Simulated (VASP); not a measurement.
A run of VASP 6.6.1 is set up as follows.

The input INCAR:

```
SYSTEM = Ir
PREC = Accurate
ENCUT = 520
EDIFF = 1E-6
ISMEAR = 0
SIGMA = 0.15
LREAL = .FALSE.
LASPH = .TRUE.
NELM = 100
ALGO = Fast
ISIF = 2
LWAVE = .FALSE.
LCHARG = .FALSE.
GGA = PE
NBANDS = 10
```

KPOINTS

```
regular mesh
0
G
  22 22 22
  0 0 0
```

POSCAR

```
Ir
1.0
    0.0000000000      1.9815770352      1.6980133615
    1.9815770352      0.0000000000      1.6980133615
    1.9815770352      1.9815770352      0.0000000000
Ir
1
Direct
    0.0000000000      0.0000000000      0.0000000000
```

Potentials or basis: VASP PAW PBE potentials, release 64 (Ir).

Run with:

```sh
$ cat potpaw_PBE.64/Ir/POTCAR > POTCAR
$ mpirun -np 1 vasp_std > vasp.out
```

(1) Estimate the band gap on the k mesh.

(2) Estimate the pressure.

Results:

(1) zero (an odd number of electrons rules out a gap without spin polarisation).

(2) 42.2 GPa.

Caveat: the stress differs along the axes, from 24 to 78 GPa; spin-orbit coupling is left out, which moves the levels of the heavy elements.
